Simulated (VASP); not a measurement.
AlH6:

```
Al H
1.0
     3.80370    0.00000    0.00000
    -1.90185    3.29410    0.00000
     0.00000    0.00000    4.09072
Al H
1 6
Direct
  0.00000 0.00000 0.50000
  0.63521 0.00000 0.50000
  0.00000 0.63521 0.50000
  0.36479 0.36479 0.50000
  0.36479 0.00000 0.50000
  0.00000 0.36479 0.50000
  0.63521 0.63521 0.50000
```

* Program: VASP 6.6.1
* Task: relaxation of cell and atoms
* Functional: PBE
* Potentials or basis: VASP PAW PBE potentials, release 64 (Al, H)
* Cutoff: 600 eV
* k mesh: 6 × 6 × 4
* Occupations: gaussian, width 0.1 eV
* Spin: no spin polarisation

At the start: pressure 55.6 GPa; volume 7.32 Å³/atom.

Task: Where does the relaxation end?

Result: Over 28 steps the energy falls by 1264.6 meV/atom and the volume is 10.01 Å³/atom (+36.7 %); space group P6/mmm (No. 191, to 0.05 Å).

Step by step:
```
step  energy change (eV)  largest force (eV/Å)  pressure (GPa)  volume (Å³)
   1              0.0000                4.9087           55.64        51.26
   2             -6.1947                5.3434           15.44        71.77
   3             -6.4948                2.1122           15.05        67.51
   4             -6.4946                2.7205           14.89        68.46
   5             -7.3342                1.7646           -2.28        82.87
   6             -7.5113                1.0597            1.83        77.60
   7             -7.8373                0.8191           -0.07        82.40
   8             -8.1497                0.1580           -1.13        91.32
   9             -8.1921                0.2984           -1.02        95.47
  10             -8.1943                0.4825           -0.92        96.87
  11             -8.2368                0.8303           -3.55        99.80
  12             -8.2489                0.4420           -2.75        98.86
  13             -8.3360                0.4356           -2.99        98.26
  14             -8.5810                0.3281           -3.10        95.37
  15             -8.1124                0.1502            0.50        84.22
  16             -8.6402                0.1158           -2.40        93.56
  17             -8.6662                0.6306           -1.11        90.26
  18             -8.6664                0.5596           -1.23        90.55
  19             -8.6840                0.5318           -1.21        89.31
  20             -8.7322                0.4630           -1.08        85.66
  21             -8.8042                0.3790           -0.61        78.65
  22             -8.8087                0.3832            1.91        65.70
  23             -8.8353                0.4154            0.46        71.66
  24             -8.8396                0.3371           -1.22        72.26
  25             -8.8465                0.0207           -0.49        71.99
  26             -8.8483                0.0176           -0.44        71.80
  27             -8.8520                0.0068           -0.26        71.23
  28             -8.8521                0.0253            0.05        70.09
```

Final structure:
```
Al H
1.0
     5.40269    0.00000    0.00000
    -2.70135    4.67887    0.00000
     0.00000    0.00000    2.77270
Al H
1 6
Direct
  0.00000 0.00000 0.50000
  0.57258 0.00000 0.50000
  0.00000 0.57258 0.50000
  0.42742 0.42742 0.50000
  0.42742 0.00000 0.50000
  0.00000 0.42742 0.50000
  0.57258 0.57258 0.50000
```

Caveat: the k points lie up to 0.57 Å⁻¹ apart in the final cell; the volume moved by over 15 % at a fixed basis, so the end points are rough.
